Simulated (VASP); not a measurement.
# AlNi (Pm-3m) in VASP: further runs

AlNi is run at these levels: PBE; tasks: single point, relaxation of cell and atoms.

All numbers are computed with VASP 6.6.1; they aren't measurements. Logs are shortened: lines on timing, memory, paths and dates and some standing lists are left out, and cuts for length are marked.

### 1 The cell of the first run

It takes space group Pm-3m (No. 221, cubic). The conventional cell has a = 2.893 Å, b = 2.893 Å, c = 2.893 Å, α = 90.00°, β = 90.00°, γ = 90.00°. Al (site symmetry m-3m) has 8 Ni at 2.51 Å and 6 Al at 2.89 Å within 3.3 Å. Ni (site symmetry m-3m) has 8 Al at 2.51 Å and 6 Ni at 2.89 Å within 3.3 Å.

### 2 Single point, PBE

Contents of INCAR:

```
PREC = Accurate
ENCUT = 520
EDIFF = 1E-7
ISMEAR = 0
SIGMA = 0.1
LREAL = False
LASPH = True
NELM = 100
ALGO = Normal
ISIF = 2
LWAVE = False
LCHARG = False
GGA = PE
NBANDS = 14
```

Contents of KPOINTS:

```
regular mesh
0
Gamma
  14 14 14
```

Contents of POSCAR:

```
AlNi
1.0
    2.8930919344      0.0000000000      0.0000000000
    0.0000000000      2.8930919344      0.0000000000
    0.0000000000      0.0000000000      2.8930919344
Al Ni
1 1
Direct
    0.5000000000      0.5000000000      0.5000000000
    0.0000000000      0.0000000000      0.0000000000
```

Potentials or basis: VASP PAW PBE potentials, release 64 (Al, Ni).

Started as:

```bash
cat potpaw_PBE.64/Al/POTCAR potpaw_PBE.64/Ni/POTCAR > POTCAR
mpirun -np 1 vasp_std > vasp.out
```

OUTCAR:

```text
PREC = Accurate
   ENCUT = 520
   EDIFF = 1E-7
   ISMEAR = 0
   LREAL = False
   LASPH = True
   NELM = 100
   ISIF = 2
   GGA = PE

 ion  position               nearest neighbor table
   1  0.500  0.500  0.500-   2 2.51   2 2.51   2 2.51   2 2.51   2 2.51   2 2.51   2 2.51   2 2.51

   2  0.000  0.000  0.000-   1 2.51   1 2.51   1 2.51   1 2.51   1 2.51   1 2.51   1 2.51   1 2.51

  LATTYP: Found a simple cubic cell.
 ALAT       =     2.8930919344

  Lattice vectors:

 A1 = (   2.8930919344,   0.0000000000,   0.0000000000)
 A2 = (   0.0000000000,   2.8930919344,   0.0000000000)
 A3 = (   0.0000000000,   0.0000000000,   2.8930919344)

Analysis of symmetry for initial positions (statically):
=====================================================================
 Subroutine PRICEL returns:
 Original cell was already a primitive cell.

 Routine SETGRP: Setting up the symmetry group for a
 simple cubic supercell.

 Subroutine GETGRP returns: Found 48 space group operations
 (whereof 48 operations were pure point group operations)
 out of a pool of 48 trial point group operations.

The static configuration has the point symmetry O_h .

Analysis of symmetry for dynamics (positions and initial velocities):
=====================================================================
 Subroutine PRICEL returns:
 Original cell was already a primitive cell.

 Routine SETGRP: Setting up the symmetry group for a
 simple cubic supercell.

 Subroutine GETGRP returns: Found 48 space group operations
 (whereof 48 operations were pure point group operations)
 out of a pool of 48 trial point group operations.

The dynamic configuration has the point symmetry O_h .

 Subroutine INISYM returns: Found 48 space group operations
 (whereof 48 operations are pure point group operations),
 and found     1 'primitive' translations

----------------------------------------------------------------------------------------

                                     Primitive cell

  volume of cell :      24.2151

  direct lattice vectors                    reciprocal lattice vectors
     2.893091934  0.000000000  0.000000000     0.345650958  0.000000000  0.000000000
     0.000000000  2.893091934  0.000000000     0.000000000  0.345650958  0.000000000
     0.000000000  0.000000000  2.893091934     0.000000000  0.000000000  0.345650958

  length of vectors
     2.893091934  2.893091934  2.893091934     0.345650958  0.345650958  0.345650958

  position of ions in fractional coordinates (direct lattice)
     0.500000000  0.500000000  0.500000000
     0.000000000  0.000000000  0.000000000

  ion indices of the primitive-cell ions
   primitive index   ion index
                 1           1
                 2           2

----------------------------------------------------------------------------------------

 KPOINTS: regular mesh

Automatic generation of k-mesh.
 Grid dimensions read from file:
 generate k-points for:   14   14   14

 Generating k-lattice:

  Cartesian coordinates                     Fractional coordinates (reciprocal lattice)
     0.024689354  0.000000000  0.000000000     0.071428571  0.000000000  0.000000000
     0.000000000  0.024689354  0.000000000     0.000000000  0.071428571  0.000000000
     0.000000000  0.000000000  0.024689354     0.000000000  0.000000000  0.071428571

  Length of vectors
     0.024689354  0.024689354  0.024689354

  Shift w.r.t. Gamma in fractional coordinates (k-lattice)
     0.000000000  0.000000000  0.000000000

 Subroutine IBZKPT returns following result:
 ===========================================

 Found    120 irreducible k-points:

 Following reciprocal coordinates:
            Coordinates               Weight
  0.000000  0.000000  0.000000      1.000000
  0.071429  0.000000  0.000000      6.000000
  0.142857  0.000000  0.000000      6.000000
  0.214286  0.000000  0.000000      6.000000
  0.285714  0.000000  0.000000      6.000000
  0.357143  0.000000  0.000000      6.000000
[... 16 lines left out ...]
  0.285714  0.214286  0.000000     24.000000
  0.357143  0.214286  0.000000     24.000000
 [... further k-points ...]
   k-points           NKPTS =    120   k-points in BZ     NKDIM =    120   number of bands    NBANDS=     14
   number of dos      NEDOS =    301   number of ions     NIONS =      2
   total plane-waves  NPLWV =  13824
   dimension x,y,z NGX =    24 NGY =   24 NGZ =   24
   dimension x,y,z NGXF=    48 NGYF=   48 NGZF=   48
   ions per type =               1   1
   NGX,Y,Z   is equivalent  to a cutoff of  13.79, 13.79, 13.79 a.u.
   NGXF,Y,Z  is equivalent  to a cutoff of  27.58, 27.58, 27.58 a.u.
 SYSTEM =  unknown system
   PREC   = accura    normal or accurate (medium, high low for compatibility)
   ISTART =      0    job   : 0-new  1-cont  2-samecut
   ICHARG =      2    charge: 1-file 2-atom 10-const
   ISPIN  =      1    spin polarized calculation?
   LNONCOLLINEAR =      F non collinear calculations
   LSORBIT =      F    spin-orbit coupling
   LASPH  =      T    aspherical Exc in radial PAW
   ENCUT  =  520.0 eV  38.22 Ry    6.18 a.u.   5.38  5.38  5.38*2*pi/ulx,y,z
   NELM   =    100;   NELMIN=  2; NELMDL= -5     # of ELM steps
   EDIFF  = 0.1E-06   stopping-criterion for ELM
   LREAL  =      F    real-space projection
   EDIFFG = 0.1E-05   stopping-criterion for IOM
   NSW    =      0    number of steps for IOM
   IBRION =     -1    ionic relax: 0-MD 1-quasi-New 2-CG
   NFREE  =      0    steps in history (QN), initial steepest desc. (CG)
   ISIF   =      2    stress and relaxation
   ISYM   =      2    0-nonsym 1-usesym 2-fastsym
   POTIM  = 0.5000    time-step for ionic-motion
   TEBEG  =    0.0;   TEEND  =   0.0 temperature during run
   PSTRESS=    0.0 pullay stress
   NELECT =      13.0000    total number of electrons
   NUPDOWN=      -1.0000    fix difference up-down
   EMIN   =  10.00;   EMAX   =-10.00  energy-range for DOS
   EFERMI =   0.00;   METHOD = LEGACY
   ISMEAR =     0;   SIGMA  =   0.10  broadening in eV -4-tet -1-fermi 0-gaus
   EFERMI_NEDOS =   21; number of points for ismear=-14 and -15
   IALGO  =     38    algorithm
   IMIX   =      4    mixing-type and parameters
     AMIX     =   0.40;   BMIX     =  1.00
     AMIX_MAG =   1.60;   BMIX_MAG =  1.00
  volume/ion in A,a.u.               =      12.11        81.71
  Fermi-wavevector in a.u.,A,eV,Ry     =   1.330537  2.514351 24.086794  1.770329
  Thomas-Fermi vector in A             =   2.459617
   LORBIT       =      0    0 simple, 1 ext, 2 COOP (PROOUT), +10 PAW based schemes
   GGA     = PE    functional components
   LHFCALC =     F    Hartree Fock is set to
   AEXX    =    0.0000 exact exchange contribution
   IVDW    =     0    specifies the selected vdW correction
   LEPSILON=     F    determine dielectric tensor
   LRPA    =     F    only Hartree local field effects (RPA)
 non-spin polarized calculation
 Gauss-broadening in eV      SIGMA  =   0.10
  energy-cutoff  :      520.00
  volume of cell :       24.22
 maximum number of plane-waves:       672
 NGX is ok and might be reduce to    24
   NGX = 11   NGY = 11   NGZ = 11

 number of electron      13.0000013 magnetization

 Free energy of the ion-electron system (eV)
  ---------------------------------------------------
  ext. energy  EPLUGINS =         0.00000000
  ---------------------------------------------------
  free energy    TOTEN  =       -10.53957614 eV

  energy without entropy =      -10.53444271  energy(sigma->0) =      -10.53700943

 E-fermi :   9.8307     XC(G=0): -11.9880

 val. band max:        9.8200968712   @ k =   0.3571   0.1429   0.1429
 cond. band min:       9.8651926208   @ k =   0.3571   0.2857   0.0714
 fundamental gap:      0.0450957496
 Fermi energy:         9.8307372279

 k-point     1 :       0.0000    0.0000    0.0000
  band No.  band energies     occupation
      1      -1.1854      2.00000
      2       6.6952      2.00000
      3       6.6952      2.00000
      4       8.3459      2.00000
      5       8.3459      2.00000
      6       8.3459      2.00000
      7      15.3075      0.00000
      8      15.3075      0.00000
      9      15.3075      0.00000
     10      17.9452      0.00000
     11      17.9452      0.00000
     12      23.3788      0.00000
     13      30.6419      0.00000
     14      30.6419      0.00000

 k-point     2 :       0.0714    0.0000    0.0000
  band No.  band energies     occupation
      1      -1.0923      2.00000
      2       6.6879      2.00000
      3       6.7169      2.00000
      4       8.3057      2.00000
      5       8.3057      2.00000
      6       8.3501      2.00000
      7      14.3387      0.00000
      8      15.4306      0.00000
      9      15.4306      0.00000
     10      17.9518      0.00000
     11      18.8155      0.00000
     12      23.7109      0.00000
     13      29.5749      0.00000
     14      29.5749      0.00000

 k-point     3 :       0.1429    0.0000    0.0000
  band No.  band energies     occupation
      1      -0.8141      2.00000
      2       6.6418      2.00000
      3       6.7783      2.00000
      4       8.1973      2.00000
      5       8.1973      2.00000
      6       8.3620      2.00000
      7      12.7510      0.00000
      8      15.7887      0.00000
      9      15.7887      0.00000
     10      17.9712      0.00000
     11      20.0538      0.00000
     12      24.7761      0.00000
     13      27.8404      0.00000
     14      27.8404      0.00000
[... 324 lines left out ...]
 k-point    23 :       0.2857    0.2143    0.0000
  band No.  band energies     occupation
      1       1.0632      2.00000
      2       6.3520      2.00000
      3       6.8937      2.00000
      4       7.6286      2.00000
      5       7.9457      2.00000
      6       8.1399      2.00000
      7      10.5454      0.00000
      8      12.9226      0.00000
      9      18.0597      0.00000
     10      18.7068      0.00000
     11      21.3136      0.00000
     12      25.0298      0.00000
     13      25.5999      0.00000
     14      27.1126      0.00000

 k-point    24 :       0.3571    0.2143    0.0000
  band No.  band energies     occupation
      1       1.8255      2.00000
      2       5.6756      2.00000
      3       7.0616      2.00000
      4       7.5843      2.00000
      5       7.8279      2.00000
      6       8.1595      2.00000
      7       9.7519      1.73482
      8      13.5529      0.00000
      9      17.6337      0.00000
     10      18.9162      0.00000
     11      21.3045      0.00000
     12      23.5808      0.00000
     13      25.8281      0.00000
     14      27.3028      0.00000

 [... further k-points ...]

------------------------ aborting loop because EDIFF is reached ----------------------------------------

  FORCE on cell =-STRESS in cart. coord.  units (eV):
  Direction    XX          YY          ZZ          XY          YZ          ZX
  --------------------------------------------------------------------------------------
  -------------------------------------------------------------------------------------
  Total        0.0030624      0.0030624      0.0030624     -0.0000000     -0.0000000     -0.0000000
  in kB        0.2026193      0.2026193      0.2026193     -0.0000000     -0.0000000     -0.0000000
  external PRESSURE =       0.2026193 kB  Pullay stress =       0.0000000 kB

 VOLUME and BASIS-vectors are now :
 -----------------------------------------------------------------------------
  energy-cutoff  :      520.00
  volume of cell :       24.22
      direct lattice vectors                 reciprocal lattice vectors
     2.893091934  0.000000000  0.000000000     0.345650958  0.000000000  0.000000000
     0.000000000  2.893091934  0.000000000     0.000000000  0.345650958  0.000000000
     0.000000000  0.000000000  2.893091934     0.000000000  0.000000000  0.345650958

 POSITION                                       TOTAL-FORCE (eV/Angst)
 -----------------------------------------------------------------------------------
      1.44655      1.44655      1.44655         0.000000      0.000000      0.000000
      0.00000      0.00000      0.00000         0.000000      0.000000      0.000000
 -----------------------------------------------------------------------------------
    total drift:                               -0.000000      0.000000      0.000000

  FREE ENERGIE OF THE ION-ELECTRON SYSTEM (eV)
  ---------------------------------------------------
  free  energy   TOTEN  =       -10.5395761355 eV

  energy  without entropy=      -10.5344427149  energy(sigma->0) =      -10.53700943
```

Wall time 20 s (1 thread of Intel Xeon Platinum 8259CL at 2.50GHz (Skylake/Cascade Lake), shared host); peak memory 0.16 GiB.

What came out:

```yaml
Free_energy: -10.5396 eV
Pressure: 0.0 GPa
```

Spin polarisation is off, so any magnetic state and its effect on volume and gap are missing.

### 3 Relaxation of cell and atoms, PBE

This run uses another cell than the first one, of 11.69 Å³/atom, 0.966 times its volume.

Contents of INCAR:

```
SYSTEM = AlNi
PREC = Accurate ; ENCUT = 600
EDIFF = 1E-6 ; ISMEAR = 0
SIGMA = 0.1 ; LREAL = .False.
LASPH = .True. ; NELM = 100
ALGO = Normal ; ISIF = 3
LWAVE = .False. ; LCHARG = .False.
GGA = PE ; IBRION = 2
NSW = 100 ; EDIFFG = -0.005
```

Contents of KPOINTS:

```
Automatic mesh
0
Gamma
  14 14 14
  0 0 0
```

Contents of POSCAR:

```
AlNi
1.0
    2.8597112900      0.0000000000      0.0000000000
    0.0000000000      2.8597112900      0.0000000000
    0.0000000000      0.0000000000      2.8597112900
Al Ni
1 1
Direct
    0.5000000000      0.5000000000      0.5000000000
    0.0000000000      0.0000000000      0.0000000000
```

Potentials or basis: VASP PAW PBE potentials, release 64 (Al, Ni).

Started as:

```bash
cat potpaw_PBE.64/Al/POTCAR potpaw_PBE.64/Ni/POTCAR > POTCAR
mpirun -np 1 vasp_std > vasp.out
```

It took 34 s on 1 thread of Intel Xeon Platinum 8259CL at 2.50GHz (Skylake/Cascade Lake), shared host; peak memory 0.17 GiB.

The run converged. Its results:

- Free energy: -10.5391 eV
- Relaxed volume: 12.11 Å³/atom
- Relaxed cell: a = 2.893 Å, b = 2.893 Å, c = 2.893 Å, α = 90.00°, β = 90.00°, γ = 90.00°
- Space group after relaxing (to 0.05 Å): Pm-3m (No. 221)
- Energy gained by relaxing: 7.4 meV/atom
- Ionic steps: 3
- Pressure after relaxing: 0.0 GPa

The path:
```tsv
step	energy change (eV)	largest force (eV/Å)	pressure (GPa)	volume (Å³)
1	0.0000	0.0000	6.02	23.39
2	-0.0055	0.0000	-4.24	24.91
3	-0.0149	0.0000	0.05	24.21
```

Final structure:
```
CELL_PARAMETERS angstrom
2.89304 0.00000 0.00000
0.00000 2.89304 0.00000
0.00000 0.00000 2.89304
ATOMIC_POSITIONS crystal
Al 0.50000 0.50000 0.50000
Ni 0.00000 0.00000 0.00000
```

Levels at points of the mesh, in eV from the Fermi level:
| k point | band 5 | band 6 | band 7 | band 8 | band 9 | band 10 |
| --- | --- | --- | --- | --- | --- | --- |
| (0.00, 0.00, 0.00) | -1.49 | -1.49 | 5.48 | 5.48 | 5.48 | 8.11 |
| (0.50, 0.00, 0.00) | -2.18 | -1.40 | -0.61 | 8.29 | 9.99 | 9.99 |
| (0.50, 0.50, 0.00) | -2.01 | -2.01 | -0.97 | 1.49 | 2.44 | 12.17 |
| (0.50, 0.50, 0.50) | -0.94 | 2.05 | 2.05 | 2.05 | 3.61 | 4.42 |

Spin polarisation is off, so any magnetic state and its effect on volume and gap are missing.

### 4 Relaxation of cell and atoms, PBE

This run uses another cell than the first one, of 11.69 Å³/atom, 0.966 times its volume.

INCAR is that of step 3.

KPOINTS is that of step 3.

POSCAR is that of step 3.

Potentials or basis: VASP PAW PBE potentials, release 64 (Al, Ni).

Started as:

```bash
cat potpaw_PBE.64/Al/POTCAR potpaw_PBE.64/Ni/POTCAR > POTCAR
mpirun -np 1 vasp_std > vasp.out
```

OUTCAR:

```text
SYSTEM = AlNi
   PREC = Accurate
   ENCUT = 600
   EDIFF = 1E-6
   ISMEAR = 0
   LREAL = .False.
   LASPH = .True.
   NELM = 100
   ISIF = 3
   GGA = PE
   IBRION = 2
   NSW = 100
   EDIFFG = -0.005

 ion  position               nearest neighbor table
   1  0.500  0.500  0.500-   2 2.48   2 2.48   2 2.48   2 2.48   2 2.48   2 2.48   2 2.48   2 2.48

   2  0.000  0.000  0.000-   1 2.48   1 2.48   1 2.48   1 2.48   1 2.48   1 2.48   1 2.48   1 2.48

  LATTYP: Found a simple cubic cell.
 ALAT       =     2.8597112900

  Lattice vectors:

 A1 = (   2.8597112900,   0.0000000000,   0.0000000000)
 A2 = (   0.0000000000,   2.8597112900,   0.0000000000)
 A3 = (   0.0000000000,   0.0000000000,   2.8597112900)

Analysis of symmetry for initial positions (statically):
=====================================================================
 Subroutine PRICEL returns:
[... 184 lines left out ...]
      1      -0.9786      2.00000
      2       6.9886      2.00000
      3       6.9886      2.00000
      4       8.7352      2.00000
      5       8.7352      2.00000
      6       8.7352      2.00000
      7      15.9181      0.00000
      8      15.9181      0.00000
      9      15.9181      0.00000
     10      18.5200      0.00000
[... 370 lines left out ...]
--------------------------------------- Ionic step        3  -------------------------------------------

 number of electron      13.0000013 magnetization

 Free energy of the ion-electron system (eV)
  ---------------------------------------------------
  ext. energy  EPLUGINS =         0.00000000
  ---------------------------------------------------
  free energy    TOTEN  =       -10.53913645 eV

  energy without entropy =      -10.53400390  energy(sigma->0) =      -10.53657017

 E-fermi :   9.8311     XC(G=0): -11.9882

 val. band max:        9.8203889369   @ k =   0.3571   0.1429   0.1429
 cond. band min:       9.8655142234   @ k =   0.3571   0.2857   0.0714
 fundamental gap:      0.0451252865
 Fermi energy:         9.8310540316

 k-point     1 :       0.0000    0.0000    0.0000
  band No.  band energies     occupation
      1      -1.1853      2.00000
      2       6.6953      2.00000
      3       6.6953      2.00000
      4       8.3460      2.00000
      5       8.3460      2.00000
      6       8.3460      2.00000
      7      15.3083      0.00000
      8      15.3083      0.00000
      9      15.3083      0.00000
     10      17.9459      0.00000
[... 328 lines left out ...]
  FREE ENERGIE OF THE ION-ELECTRON SYSTEM (eV)
  ---------------------------------------------------
  free  energy   TOTEN  =       -10.5391364516 eV

  energy  without entropy=      -10.5340038963  energy(sigma->0) =      -10.53657017

 reached required accuracy - stopping structural energy minimisation
```

It took 26 s on 1 thread of Intel Xeon Platinum 8375C at 2.90GHz (Ice Lake), shared host; peak memory 0.17 GiB.

What came out:

* Free energy: -10.5391 eV
* Relaxed volume: 12.11 Å³/atom
* Relaxed cell: a = 2.893 Å, b = 2.893 Å, c = 2.893 Å, α = 90.00°, β = 90.00°, γ = 90.00°
* Space group after relaxing (to 0.05 Å): Pm-3m (No. 221)
* Energy gained by relaxing: 7.4 meV/atom
* Ionic steps: 3
* Pressure after relaxing: 0.0 GPa

Step by step:
```csv
step,energy change (eV),largest force (eV/Å),pressure (GPa),volume (Å³)
1,0.0000,0.0000,6.02,23.39
2,-0.0055,0.0000,-4.24,24.91
3,-0.0149,0.0000,0.05,24.21
```

Final structure:
```cif
data_structure
_symmetry_space_group_name_H-M 'P 1'
_symmetry_Int_Tables_number 1
_cell_length_a 2.8930
_cell_length_b 2.8930
_cell_length_c 2.8930
_cell_angle_alpha 90.000
_cell_angle_beta 90.000
_cell_angle_gamma 90.000
_cell_volume 24.21
loop_
_atom_site_label
_atom_site_type_symbol
_atom_site_fract_x
_atom_site_fract_y
_atom_site_fract_z
_atom_site_occupancy
Al1 Al 0.50000 0.50000 0.50000 1
Ni1 Ni 0.00000 0.00000 0.00000 1
```

Levels at points of the mesh, in eV from the Fermi level:
| k point | band 4 | band 5 | band 6 | band 7 | band 8 | band 9 | band 10 |
| --- | --- | --- | --- | --- | --- | --- | --- |
| (0.00, 0.00, 0.00) | -1.49 | -1.49 | -1.49 | 5.48 | 5.48 | 5.48 | 8.11 |
| (0.50, 0.00, 0.00) | -2.18 | -2.18 | -1.40 | -0.61 | 8.29 | 9.99 | 9.99 |
| (0.50, 0.50, 0.00) | -2.82 | -2.01 | -2.01 | -0.97 | 1.49 | 2.44 | 12.17 |
| (0.50, 0.50, 0.50) | -0.94 | -0.94 | 2.05 | 2.05 | 2.05 | 3.61 | 4.42 |
